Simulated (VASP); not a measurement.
Write the native input for VASP 6.6.1 that does the following.

| Quantity | Value |
| --- | --- |
| Task | single point |
| Functional | LDA |
| Potentials or basis | VASP PAW LDA potentials, release 64 (Y_sv, I) |
| Cutoff | 520 eV |
| k mesh | 7 × 7 × 3 |
| Occupations | fermi-dirac, width 0.05 eV |
| Spin | collinear spin |
| Starting moments | [0.1, 0.1, 0.0, 0.0] μB |
| Fixed moment | 0.2 μB |
| Dipole correction | no |
| Further INCAR settings | ALGO = Normal; EDIFF = 1e-06; NBANDS = 30 |

The structure of YI lies in POSCAR:

```
YI
1.0
    3.9559735753      0.0000000000      0.0000000000
   -1.9779867876      3.4259736129      0.0000000000
    0.0000000000      0.0000000000     11.0794760000
Y I
2 2
Direct
    0.6666666667      0.3333333333      0.6267270000
    0.3333333333      0.6666666667      0.3732730000
    0.3333333333      0.6666666667      0.8199750000
    0.6666666667      0.3333333333      0.1800250000
```

The input as run:

INCAR

```
SYSTEM = YI
PREC = Accurate
ENCUT = 520
EDIFF = 1E-6
ISMEAR = -1
SIGMA = 0.05
LREAL = .FALSE.
LASPH = .TRUE.
NELM = 150
ALGO = Normal
ISIF = 2
LWAVE = .FALSE.
LCHARG = .TRUE.
ISPIN = 2
MAGMOM = 0.1 0.1 0 0
LORBIT = 11
NUPDOWN = 0.2
LMAXMIX = 4
GGA = CA
LELF = .TRUE.
LVHAR = .TRUE.
NBANDS = 30
```

KPOINTS

```
Automatic mesh
0
G
  7 7 3
  0 0 0
```

Potentials or basis: VASP PAW LDA potentials, release 64 (Y_sv, I).

Command:

```sh
$ cat potpaw_LDA.64/Y_sv/POTCAR potpaw_LDA.64/I/POTCAR > POTCAR
$ mpirun -np 1 vasp_std > vasp.out
```

It gave:

| Item | Value |
| --- | --- |
| Pressure | -3.2 GPa |
| Largest force | 0.372 eV/Å |
| Net moment | 0.20 μB per cell |
| Site moments | Y +0.06; I +0.00 μB |
| Valence electrons inside the program's atomic spheres | Y 9.36; I 4.33 |

Caveat: the cell stands under tension; the total moment is fixed, so each spin has its own Fermi level and the state may be an excited one.

It took 120 s on 1 thread of AMD EPYC 9R45 96-Core Processor (Zen 5) (shared host), peak memory 0.29 GiB.
